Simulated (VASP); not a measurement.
# Ce (Cmcm) in VASP: single point with LDA

Aim: the single point of Ce with LDA.

All numbers are computed with VASP 6.6.1; they aren't measurements. Logs are shortened: lines on timing, memory, paths and dates and some standing lists are left out, and cuts for length are marked.

## Step 1: The cell of the first run

It takes space group Cmcm (No. 63, orthorhombic). The conventional cell has a = 3.150 Å, b = 6.173 Å, c = 5.221 Å, α = 90.00°, β = 90.00°, γ = 90.00°. Ce (site symmetry m2m) has 12 Ce at 2.87 to 3.59 Å within 3.8 Å.

## Step 2: Single point, LDA

File INCAR:

```
SYSTEM = Ce
PREC = Accurate
ENCUT = 520
EDIFF = 1E-7
ISMEAR = 0
SIGMA = 0.05
LREAL = .FALSE.
LASPH = .TRUE.
NELM = 60
ALGO = Normal
ISIF = 2
LWAVE = .FALSE.
LCHARG = .TRUE.
LELF = .TRUE.
LVHAR = .TRUE.
NBANDS = 19
```

File KPOINTS:

```
Automatic mesh
0
G
  14 14 8
  0 0 0
```

File POSCAR:

```
Ce
1.0
    1.5751146900     -3.0862938500      0.0000000000
    1.5751146900      3.0862938500      0.0000000000
    0.0000000000      0.0000000000      5.2209821000
Ce
2
Direct
    0.9031467200      0.0968532800      0.7500000000
    0.0968532800      0.9031467200      0.2500000000
```

Potentials or basis: VASP PAW LDA potentials, release 64 (Ce).

On the command line:

```console
cat potpaw_LDA.64/Ce/POTCAR > POTCAR
mpirun -np 1 vasp_std > vasp.out
```

OUTCAR:

```text
SYSTEM = Ce
   PREC = Accurate
   ENCUT = 520
   EDIFF = 1E-7
   ISMEAR = 0
   LREAL = .FALSE.
   LASPH = .TRUE.
   NELM = 60
   ISIF = 2

 ion  position               nearest neighbor table
   1  0.903  0.097  0.750-   2 2.87   2 2.87
   2  0.097  0.903  0.250-   1 2.87   1 2.87

  LATTYP: Found a base centered orthorhombic cell.
 ALAT       =     3.1502293800
 B/A-ratio  =     1.9594089685
 C/A-ratio  =     1.6573339494

  Lattice vectors:

 A1 = (   1.5751146900,  -3.0862938500,   0.0000000000)
 A2 = (   1.5751146900,   3.0862938500,   0.0000000000)
 A3 = (   0.0000000000,   0.0000000000,   5.2209821000)

Analysis of symmetry for initial positions (statically):
=====================================================================
 Subroutine PRICEL returns:
 Original cell was already a primitive cell.

 Routine SETGRP: Setting up the symmetry group for a
 base centered orthorhombic supercell.

 Subroutine GETGRP returns: Found  8 space group operations
 (whereof  4 operations were pure point group operations)
 out of a pool of  8 trial point group operations.

The static configuration has the point symmetry C_2h.
 The point group associated with its full space group is D_2h.

Analysis of symmetry for dynamics (positions and initial velocities):
=====================================================================
 Subroutine PRICEL returns:
 Original cell was already a primitive cell.

 Routine SETGRP: Setting up the symmetry group for a
 base centered orthorhombic supercell.

 Subroutine GETGRP returns: Found  8 space group operations
 (whereof  4 operations were pure point group operations)
 out of a pool of  8 trial point group operations.

The dynamic configuration has the point symmetry C_2h.
 The point group associated with its full space group is D_2h.

 Subroutine INISYM returns: Found  8 space group operations
 (whereof  4 operations are pure point group operations),
 and found     1 'primitive' translations

----------------------------------------------------------------------------------------

                                     Primitive cell

  volume of cell :      50.7612

  direct lattice vectors                    reciprocal lattice vectors
     1.575114690 -3.086293850  0.000000000     0.317437202 -0.162006609  0.000000000
     1.575114690  3.086293850  0.000000000     0.317437202  0.162006609  0.000000000
     0.000000000  0.000000000  5.220982100     0.000000000  0.000000000  0.191534846

  length of vectors
     3.464995817  3.464995817  5.220982100     0.356388157  0.356388157  0.191534846

  position of ions in fractional coordinates (direct lattice)
     0.903146720  0.096853280  0.750000000
     0.096853280  0.903146720  0.250000000

  ion indices of the primitive-cell ions
   primitive index   ion index
                 1           1
                 2           2

----------------------------------------------------------------------------------------

 KPOINTS: Automatic mesh

Automatic generation of k-mesh.
 Grid dimensions read from file:
 generate k-points for:   14   14    8

 Generating k-lattice:

  Cartesian coordinates                     Fractional coordinates (reciprocal lattice)
     0.022674086 -0.011571901  0.000000000     0.071428571  0.000000000  0.000000000
     0.022674086  0.011571901  0.000000000     0.000000000  0.071428571  0.000000000
     0.000000000  0.000000000  0.023941856     0.000000000  0.000000000  0.125000000

  Length of vectors
     0.025456297  0.025456297  0.023941856

  Shift w.r.t. Gamma in fractional coordinates (k-lattice)
     0.000000000  0.000000000  0.000000000

 Subroutine IBZKPT returns following result:
 ===========================================

 Found    285 irreducible k-points:

 Following reciprocal coordinates:
            Coordinates               Weight
  0.000000  0.000000  0.000000      1.000000
  0.071429  0.000000  0.000000      4.000000
  0.142857  0.000000  0.000000      4.000000
  0.214286  0.000000  0.000000      4.000000
  0.285714  0.000000  0.000000      4.000000
  0.357143  0.000000  0.000000      4.000000
[... 16 lines left out ...]
  0.214286  0.142857  0.000000      4.000000
  0.285714  0.142857  0.000000      4.000000
 [... further k-points ...]
   k-points           NKPTS =    285   k-points in BZ     NKDIM =    285   number of bands    NBANDS=     19
   number of dos      NEDOS =    301   number of ions     NIONS =      2
   total plane-waves  NPLWV =  31360
   dimension x,y,z NGX =    28 NGY =   28 NGZ =   40
   dimension x,y,z NGXF=    56 NGYF=   56 NGZF=   80
   ions per type =               2
   NGX,Y,Z   is equivalent  to a cutoff of  13.43, 13.43, 12.74 a.u.
   NGXF,Y,Z  is equivalent  to a cutoff of  26.87, 26.87, 25.47 a.u.
 SYSTEM =  Ce
   PREC   = accura    normal or accurate (medium, high low for compatibility)
   ISTART =      0    job   : 0-new  1-cont  2-samecut
   ICHARG =      2    charge: 1-file 2-atom 10-const
   ISPIN  =      1    spin polarized calculation?
   LNONCOLLINEAR =      F non collinear calculations
   LSORBIT =      F    spin-orbit coupling
   LASPH  =      T    aspherical Exc in radial PAW
   ENCUT  =  520.0 eV  38.22 Ry    6.18 a.u.   6.44  6.44  9.71*2*pi/ulx,y,z
   NELM   =     60;   NELMIN=  2; NELMDL= -5     # of ELM steps
   EDIFF  = 0.1E-06   stopping-criterion for ELM
   LREAL  =      F    real-space projection
   EDIFFG = 0.1E-05   stopping-criterion for IOM
   NSW    =      0    number of steps for IOM
   IBRION =     -1    ionic relax: 0-MD 1-quasi-New 2-CG
   NFREE  =      0    steps in history (QN), initial steepest desc. (CG)
   ISIF   =      2    stress and relaxation
   ISYM   =      2    0-nonsym 1-usesym 2-fastsym
   POTIM  = 0.5000    time-step for ionic-motion
   TEBEG  =    0.0;   TEEND  =   0.0 temperature during run
   PSTRESS=    0.0 pullay stress
   NELECT =      24.0000    total number of electrons
   NUPDOWN=      -1.0000    fix difference up-down
   EMIN   =  10.00;   EMAX   =-10.00  energy-range for DOS
   EFERMI =   0.00;   METHOD = LEGACY
   ISMEAR =     0;   SIGMA  =   0.05  broadening in eV -4-tet -1-fermi 0-gaus
   EFERMI_NEDOS =   21; number of points for ismear=-14 and -15
   IALGO  =     38    algorithm
   IMIX   =      4    mixing-type and parameters
     AMIX     =   0.40;   BMIX     =  1.00
     AMIX_MAG =   1.60;   BMIX_MAG =  1.00
  volume/ion in A,a.u.               =      25.38       171.28
  Fermi-wavevector in a.u.,A,eV,Ry     =   1.275366  2.410091 22.130657  1.626557
  Thomas-Fermi vector in A             =   2.408082
   LORBIT       =      0    0 simple, 1 ext, 2 COOP (PROOUT), +10 PAW based schemes
   GGA     = CA    functional components
   LHFCALC =     F    Hartree Fock is set to
   AEXX    =    0.0000 exact exchange contribution
   IVDW    =     0    specifies the selected vdW correction
   LEPSILON=     F    determine dielectric tensor
   LRPA    =     F    only Hartree local field effects (RPA)
 non-spin polarized calculation
 Gauss-broadening in eV      SIGMA  =   0.05
  energy-cutoff  :      520.00
  volume of cell :       50.76
 maximum number of plane-waves:      1388
 NGX is ok and might be reduce to    28
   NGX = 13   NGY = 13   NGZ = 19

 number of electron      24.0000000 magnetization

 Free energy of the ion-electron system (eV)
  ---------------------------------------------------
  ext. energy  EPLUGINS =         0.00000000
  ---------------------------------------------------
  free energy    TOTEN  =       -13.69262690 eV

  energy without entropy =      -13.68617740  energy(sigma->0) =      -13.68940215

 E-fermi :   9.3379     XC(G=0): -11.6775

 val. band max:        9.3377576721   @ k =   0.0714   0.0714   0.2500
 cond. band min:       9.3381205186   @ k =   0.5000  -0.0000   0.2500
 fundamental gap:      0.0003628465
 Fermi energy:         9.3379127373

 k-point     1 :       0.0000    0.0000    0.0000
  band No.  band energies     occupation
      1     -25.2982      2.00000
      2     -24.3735      2.00000
      3      -9.9013      2.00000
      4      -7.0360      2.00000
      5      -6.4239      2.00000
      6      -6.3624      2.00000
[... 11 lines left out ...]
     18      10.0963      0.00000
     19      10.1097      0.00000

 k-point     2 :       0.0714    0.0000    0.0000
  band No.  band energies     occupation
      1     -25.2741      2.00000
      2     -24.3564      2.00000
      3      -9.8666      2.00000
      4      -7.0699      2.00000
      5      -6.5449      2.00000
      6      -6.4473      2.00000
[... 11 lines left out ...]
     18      10.0650      0.00000
     19      10.1656      0.00000

 k-point     3 :       0.1429    0.0000    0.0000
  band No.  band energies     occupation
      1     -25.2054      2.00000
      2     -24.3076      2.00000
      3      -9.7669      2.00000
      4      -7.2205      2.00000
      5      -6.9398      2.00000
      6      -6.5763      2.00000
[... 11 lines left out ...]
     18      10.0234      0.00000
     19      10.2115      0.00000

 k-point     4 :       0.2143    0.0000    0.0000
  band No.  band energies     occupation
      1     -25.1032      2.00000
      2     -24.2365      2.00000
      3      -9.6165      2.00000
      4      -7.7201      2.00000
      5      -7.2113      2.00000
      6      -6.9446      2.00000
[... 407 lines left out ...]
     18       9.9946      0.00000
     19      10.1482      0.00000

 k-point    23 :       0.2143    0.1429    0.0000
  band No.  band energies     occupation
      1     -24.9232      2.00000
      2     -24.0950      2.00000
      3      -9.3704      2.00000
      4      -8.6335      2.00000
      5      -7.9733      2.00000
      6      -7.1536      2.00000
[... 11 lines left out ...]
     18      10.0849      0.00000
     19      10.1685      0.00000

 k-point    24 :       0.2857    0.1429    0.0000
  band No.  band energies     occupation
      1     -24.8284      2.00000
      2     -24.0398      2.00000
      3      -9.2146      2.00000
      4      -9.0166      2.00000
      5      -8.2651      2.00000
      6      -7.2781      2.00000
[... 11 lines left out ...]
     18      10.1155      0.00000
     19      10.2072      0.00000

 [... further k-points ...]

------------------------ aborting loop because EDIFF is reached ----------------------------------------

  FORCE on cell =-STRESS in cart. coord.  units (eV):
  Direction    XX          YY          ZZ          XY          YZ          ZX
  --------------------------------------------------------------------------------------
  -------------------------------------------------------------------------------------
  Total       -1.8276330     -1.5450170     -1.8384163      0.0000000      0.0000000      0.0000000
  in kB      -57.6856676    -48.7654437    -58.0260203      0.0000000      0.0000000      0.0000000
  external PRESSURE =     -54.8257105 kB  Pullay stress =       0.0000000 kB

 VOLUME and BASIS-vectors are now :
 -----------------------------------------------------------------------------
  energy-cutoff  :      520.00
  volume of cell :       50.76
      direct lattice vectors                 reciprocal lattice vectors
     1.575114690 -3.086293850  0.000000000     0.317437202 -0.162006609  0.000000000
     1.575114690  3.086293850  0.000000000     0.317437202  0.162006609  0.000000000
     0.000000000  0.000000000  5.220982100     0.000000000  0.000000000  0.191534846

 POSITION                                       TOTAL-FORCE (eV/Angst)
 -----------------------------------------------------------------------------------
      1.57511     -2.48846      3.91574         0.000000     -0.005756     -0.000000
      1.57511      2.48846      1.30525         0.000000      0.005756      0.000000
 -----------------------------------------------------------------------------------
    total drift:                                0.000000     -0.000000      0.000000

  FREE ENERGIE OF THE ION-ELECTRON SYSTEM (eV)
  ---------------------------------------------------
  free  energy   TOTEN  =       -13.6926269015 eV

  energy  without entropy=      -13.6861774031  energy(sigma->0) =      -13.68940215
```

Run time: 8.3 min. Hardware: 1 thread of AMD EPYC 7R43 (Zen 3), shared host; peak memory 0.36 GiB.

Results:

```yaml
Free_energy: -13.6926 eV
Pressure: -5.5 GPa
Largest_force: 0.006 eV/Å
Band_gap_on_the_k_mesh: zero (band 12 reaches 9.60 eV, above the bottom of band 13 at 8.95 eV)
```

Forces on the atoms (eV/Å):
```
Ce   0.000 -0.006  0.000
Ce   0.000  0.006  0.000
```

Stress tensor (GPa, compression positive):
```
-5.77  0.00  0.00
 0.00 -4.88  0.00
 0.00  0.00 -5.80
```

Caveat: spin-orbit coupling is left out, which moves the levels of the heavy elements.
